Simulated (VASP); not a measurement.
A run of VASP 6.6.1:

Contents of INCAR:

```
PREC = Accurate
ENCUT = 500
EDIFF = 1E-6
ISMEAR = 0
SIGMA = 0.05
LREAL = False
LASPH = True
NELM = 120
ALGO = Normal
ISIF = 2
LWAVE = False
LCHARG = True
GGA = CA
LELF = True
LVHAR = True
NBANDS = 10
GGA_COMPAT = False
```

File KPOINTS:

```
Automatic mesh
0
Gamma
  8 8 8
```

The input POSCAR:

```
Na
1.0
   -2.1047048527      2.1047048527      2.1047048527
    2.1047048527     -2.1047048527      2.1047048527
    2.1047048527      2.1047048527     -2.1047048527
Na
1
Direct
    0.0000000000      0.0000000000      0.0000000000
```

Potentials or basis: VASP PAW LDA potentials, release 64 (Na_pv).

Command:

```bash
$ cat potpaw_LDA.64/Na_pv/POTCAR > POTCAR
$ mpirun -np 1 vasp_std > vasp.out
```

Hardware: 1 thread of Intel(R) Xeon(R) 6975P-C (Granite Rapids), on a shared host.

Estimate the wall time of this run.

Wall time 3.2 s on 1 thread of Intel(R) Xeon(R) 6975P-C (Granite Rapids), on a shared host, peak memory 0.13 GiB. Counts: scf iterations 9, k points 29.
